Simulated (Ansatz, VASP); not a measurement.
## Two plane-wave programs on Rh

```
CELL_PARAMETERS angstrom
2.57737 0.00000 0.00000
-1.28869 2.40214 0.00000
0.00000 0.00000 8.72751
ATOMIC_POSITIONS crystal
Rh 0.00000 0.00000 0.00000
Rh 0.33333 0.66667 0.25000
Rh 0.00000 0.00000 0.50000
Rh 0.66667 0.33333 0.75000
```

Change from the starting cell: strain +e along x and -e along y -0.0367, strain +e along z and -e/2 along x and y +0.0000.

Alike in both runs: task single point; functional PBEsol; k mesh 18 × 18 × 6; occupations gaussian, width 0.15 eV; no spin polarisation.

|  | VASP | Ansatz |
| --- | --- | --- |
| version | VASP 6.6.1 | Ansatz 0.2.0 |
| potentials or method | VASP PAW PBE potentials, release 64 (Rh_pv), cutoff 520 eV | scalar-relativistic, plane waves, PAW |
| valence electrons in the cell | 60 | 68 |

```csv
,VASP,Ansatz,Ansatz less VASP
gap on the k mesh at the Fermi level (eV),none,none,-
pressure (GPa),1.8,1.8,+0.01
"traceless stress, the component that is largest in VASP (GPa)",14.43,14.47,+0.035
rms of the force components (eV/Å),0.063,0.063,0.0000
```

VASP's potentials were made for PBE, not for PBEsol, and Ansatz warns of the same on its side. Atom by atom the forces differ by 0.000 eV/Å (rms over components). A gap of «none» marks a metal or a gap that the smearing closes. With one functional, cell and mesh, what is left measures potentials, basis and numerics. VASP's potentials hold 60 valence electrons a cell and Ansatz's 68, so a difference there can come from the potentials and not from the codes.
